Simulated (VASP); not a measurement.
# AgI (P6_3mc) in VASP: single point with PBE

Aim: the single point of AgI with PBE.

Program: VASP 6.6.1. These are calculated values, not measurements. Logs are shortened: lines on timing, memory, paths and dates and some standing lists are left out, and cuts for length are marked.

**1. The cell of the first run**

Symmetry: P6_3mc, No. 186, hexagonal system. The conventional cell has a = 4.651 Å, b = 4.651 Å, c = 7.600 Å, α = 90.00°, β = 90.00°, γ = 120.00°. Ag (site symmetry 3m) has 4 I at 2.85 Å within 3.8 Å. I (site symmetry 3m) has 4 Ag at 2.85 Å within 3.8 Å.

**2. Single point, PBE, non-collinear spin, zero start, spin-orbit coupling**

The input, INCAR:

```
SYSTEM = AgI
PREC = Accurate ; ENCUT = 500
EDIFF = 1E-6 ; ISMEAR = 0
SIGMA = 0.01 ; LREAL = .FALSE.
LASPH = .TRUE. ; NELM = 200
ALGO = Normal ; ISIF = 2
LWAVE = .FALSE. ; LCHARG = .FALSE.
MAGMOM = 0 0 0 0 0 0 0 0 0 0 0 0 ; LORBIT = 11
LSORBIT = .TRUE. ; GGA_COMPAT = .FALSE.
LORBMOM = .TRUE. ; LMAXMIX = 4
GGA = PE ; NBANDS = 50
```

The input, KPOINTS:

```
Automatic mesh
0
G
  6 6 4
  0 0 0
```

The input, POSCAR:

```
AgI
1.0
    4.6507453634      0.0000000000      0.0000000000
   -2.3253726817      4.0276636312      0.0000000000
    0.0000000000      0.0000000000      7.5997061756
Ag I
2 2
Direct
    0.6666666667      0.3333333333      0.6275234352
    0.3333333333      0.6666666667      0.1275234352
    0.6666666667      0.3333333333      0.0024765648
    0.3333333333      0.6666666667      0.5024765648
```

Potentials or basis: VASP PAW PBE potentials, release 64 (Ag, I).

Command:

```sh
cat potpaw_PBE.64/Ag/POTCAR potpaw_PBE.64/I/POTCAR > POTCAR
mpirun -np 1 vasp_ncl > vasp.out
```

OUTCAR:

```text
SYSTEM = AgI
   PREC = Accurate
   ENCUT = 500
   EDIFF = 1E-6
   ISMEAR = 0
   LREAL = .FALSE.
   LASPH = .TRUE.
   NELM = 200
   ISIF = 2
   LORBIT = 11
   LSORBIT = .TRUE.
   GGA = PE

 ion  position               nearest neighbor table
   1  0.667  0.333  0.628-   4 2.85   4 2.85   4 2.85   3 2.85
   2  0.333  0.667  0.128-   3 2.85   3 2.85   3 2.85   4 2.85
   3  0.667  0.333  0.002-   2 2.85   2 2.85   2 2.85   1 2.85
   4  0.333  0.667  0.502-   1 2.85   1 2.85   1 2.85   2 2.85

  LATTYP: Found a hexagonal cell.
 ALAT       =     4.6507453634
 C/A-ratio  =     1.6340834816

  Lattice vectors:

 A1 = (   4.6507453634,   0.0000000000,   0.0000000000)
 A2 = (  -2.3253726817,   4.0276636312,   0.0000000000)
 A3 = (   0.0000000000,   0.0000000000,   7.5997061756)

Analysis of symmetry for initial positions (statically):
=====================================================================
 Subroutine PRICEL returns:
 Original cell was already a primitive cell.

 Routine SETGRP: Setting up the symmetry group for a
 hexagonal supercell.

 Subroutine GETGRP returns: Found 12 space group operations
 (whereof  6 operations were pure point group operations)
 out of a pool of 24 trial point group operations.

The static configuration has the point symmetry C_3v.
 The point group associated with its full space group is C_6v.

Analysis of symmetry for dynamics (positions and initial velocities):
=====================================================================
 Subroutine PRICEL returns:
 Original cell was already a primitive cell.

 Routine SETGRP: Setting up the symmetry group for a
 hexagonal supercell.

 Subroutine GETGRP returns: Found 12 space group operations
 (whereof  6 operations were pure point group operations)
 out of a pool of 24 trial point group operations.

The dynamic configuration has the point symmetry C_3v.
 The point group associated with its full space group is C_6v.

Analysis of structural, dynamic, and magnetic symmetry:
=====================================================================
 Subroutine PRICEL returns:
 Original cell was already a primitive cell.

 Routine SETGRP: Setting up the symmetry group for a
 hexagonal supercell.

 Subroutine GETGRP returns: Found 12 space group operations
 (whereof  6 operations were pure point group operations)
 out of a pool of 24 trial point group operations.

The overall configuration has the point symmetry C_3v.
 The point group associated with its full space group is C_6v.
[... 1415 lines left out ...]
 -----------------------------------------------------------------------------------
    total drift:                               -0.000000      0.000000      0.000559

  FREE ENERGIE OF THE ION-ELECTRON SYSTEM (eV)
  ---------------------------------------------------
  free  energy   TOTEN  =        -9.8807671748 eV

  energy  without entropy=       -9.8807671748  energy(sigma->0) =       -9.88076717

 orbital moment (x)

 # of ion     p       d       tot
 ----------------------------------------
  1        -0.000  -0.000  -0.000
  2        -0.000  -0.000  -0.000
  3        -0.000   0.000  -0.000
  4         0.000  -0.000   0.000
 ----------------------------------------
            0.000  -0.000  -0.000

 orbital moment (y)

 # of ion     p       d       tot
 ----------------------------------------
  1        -0.000  -0.000  -0.000
  2         0.000   0.000   0.000
  3        -0.000  -0.000  -0.000
  4         0.000   0.000   0.000
 ----------------------------------------
            0.000  -0.000  -0.000

 orbital moment (z)

 # of ion     p       d       tot
 ----------------------------------------
  1        -0.000  -0.000  -0.000
  2         0.000  -0.000  -0.000
  3         0.000  -0.000  -0.000
  4         0.000   0.000   0.000
 ----------------------------------------
            0.000  -0.000  -0.000

 Spin-Orbit-Coupling matrix elements

 Ion:    1  E_soc:     -0.0450854
 l=   1
     0.0000000    -0.0018260    -0.0018527
    -0.0018260     0.0000000    -0.0018260
    -0.0018527    -0.0018260     0.0000000
 l=   2
     0.0000000    -0.0011277     0.0000000    -0.0011277    -0.0045719
    -0.0011277     0.0000000    -0.0034249    -0.0011055    -0.0011277
     0.0000000    -0.0034249     0.0000000    -0.0034249     0.0000000
    -0.0011277    -0.0011055    -0.0034249     0.0000000    -0.0011277
    -0.0045719    -0.0011277     0.0000000    -0.0011277     0.0000000
 l=   3
     0.0000000     0.0000000     0.0000000     0.0000000     0.0000000     0.0000000     0.0000000
     0.0000000     0.0000000     0.0000000     0.0000000     0.0000000     0.0000000     0.0000000
     0.0000000     0.0000000     0.0000000     0.0000000     0.0000000     0.0000000     0.0000000
     0.0000000     0.0000000     0.0000000     0.0000000     0.0000000     0.0000000     0.0000000
[... 49 lines left out ...]
 l=   2
     0.0000000    -0.0000161     0.0000000    -0.0000161    -0.0000905
    -0.0000161     0.0000000    -0.0000683    -0.0000096    -0.0000161
     0.0000000    -0.0000683     0.0000000    -0.0000683     0.0000000
    -0.0000161    -0.0000096    -0.0000683     0.0000000    -0.0000161
    -0.0000905    -0.0000161     0.0000000    -0.0000161     0.0000000
 l=   3
     0.0000000     0.0000000     0.0000000     0.0000000     0.0000000     0.0000000     0.0000000
     0.0000000     0.0000000     0.0000000     0.0000000     0.0000000     0.0000000     0.0000000
     0.0000000     0.0000000     0.0000000     0.0000000     0.0000000     0.0000000     0.0000000
     0.0000000     0.0000000     0.0000000     0.0000000     0.0000000     0.0000000     0.0000000
     0.0000000     0.0000000     0.0000000     0.0000000     0.0000000     0.0000000     0.0000000
     0.0000000     0.0000000     0.0000000     0.0000000     0.0000000     0.0000000     0.0000000
     0.0000000     0.0000000     0.0000000     0.0000000     0.0000000     0.0000000     0.0000000

 total charge

# of ion       s       p       d       tot
------------------------------------------
    1        0.294   0.206   9.299   9.799
    2        0.294   0.206   9.299   9.799
    3        1.499   2.753   0.031   4.283
    4        1.499   2.753   0.031   4.283
--------------------------------------------------
tot          3.587   5.919  18.660  28.165

 magnetization (x)

# of ion       s       p       d       tot
------------------------------------------
    1       -0.000   0.000   0.000  -0.000
    2       -0.000   0.000  -0.000  -0.000
    3        0.000   0.000  -0.000   0.000
    4        0.000  -0.000  -0.000  -0.000
--------------------------------------------------
tot         -0.000   0.000  -0.000  -0.000

 magnetization (y)

# of ion       s       p       d       tot
------------------------------------------
    1        0.000  -0.000   0.000  -0.000
    2        0.000   0.000   0.000   0.000
    3        0.000   0.000   0.000   0.000
    4        0.000   0.000   0.000   0.000
--------------------------------------------------
tot          0.000   0.000   0.000   0.000

 magnetization (z)

# of ion       s       p       d       tot
------------------------------------------
    1        0.000   0.000  -0.000   0.000
    2        0.000   0.000  -0.000   0.000
    3        0.000  -0.000   0.000  -0.000
    4        0.000  -0.000  -0.000  -0.000
--------------------------------------------------
tot          0.000  -0.000  -0.000  -0.000
```

OSZICAR:

```text
N       E                     dE             d eps       ncg     rms          rms(c)
DAV:   1     0.207690416131E+03    0.20769E+03   -0.15097E+04  2800   0.120E+03
DAV:   2     0.241695635782E+01   -0.20527E+03   -0.19659E+03  3208   0.244E+02
DAV:   3    -0.980231105859E+01   -0.12219E+02   -0.12123E+02  3352   0.571E+01
DAV:   4    -0.100477337645E+02   -0.24542E+00   -0.24524E+00  3416   0.809E+00
DAV:   5    -0.100517910347E+02   -0.40573E-02   -0.40568E-02  3188   0.113E+00    0.850E+00
DAV:   6    -0.987681391098E+01    0.17498E+00   -0.58398E-01  2976   0.869E+00    0.587E+00
DAV:   7    -0.988018862394E+01   -0.33747E-02   -0.15971E-01  3130   0.180E+00    0.371E+00
DAV:   8    -0.988077887449E+01   -0.59025E-03   -0.77198E-03  3138   0.551E-01    0.732E-01
DAV:   9    -0.988058262405E+01    0.19625E-03   -0.69262E-04  3074   0.176E-01    0.290E-01
DAV:  10    -0.988065492624E+01   -0.72302E-04   -0.69518E-04  2990   0.127E-01    0.128E-01
DAV:  11    -0.988071594673E+01   -0.61020E-04   -0.36210E-05  3526   0.349E-02    0.248E-02
DAV:  12    -0.988074932011E+01   -0.33373E-04   -0.12795E-05  2952   0.191E-02    0.116E-02
DAV:  13    -0.988076643995E+01   -0.17120E-04   -0.15984E-05  3012   0.205E-02    0.380E-03
DAV:  14    -0.988076717476E+01   -0.73481E-06   -0.37357E-07  2370   0.343E-03
   1 F= -.98807672E+01 E0= -.98807672E+01  d E =-.155125E-40  mag=    -0.0000     0.0000    -0.0000
```

It took 5 min on 1 thread of Oxide Virtual Turin-like, shared host; peak memory 0.64 GiB.

What came out:

- Free energy: -9.8808 eV
- Pressure: 0.6 GPa
- Net moment: 0.00 μB per cell
- Valence electrons inside the program's atomic spheres: Ag 9.80; I 4.28

Moments on the atoms (μB; x, y, z):
```
Ag  0.00 0.00 0.00
Ag  0.00 0.00 0.00
I   0.00 0.00 0.00
I   0.00 0.00 0.00
```
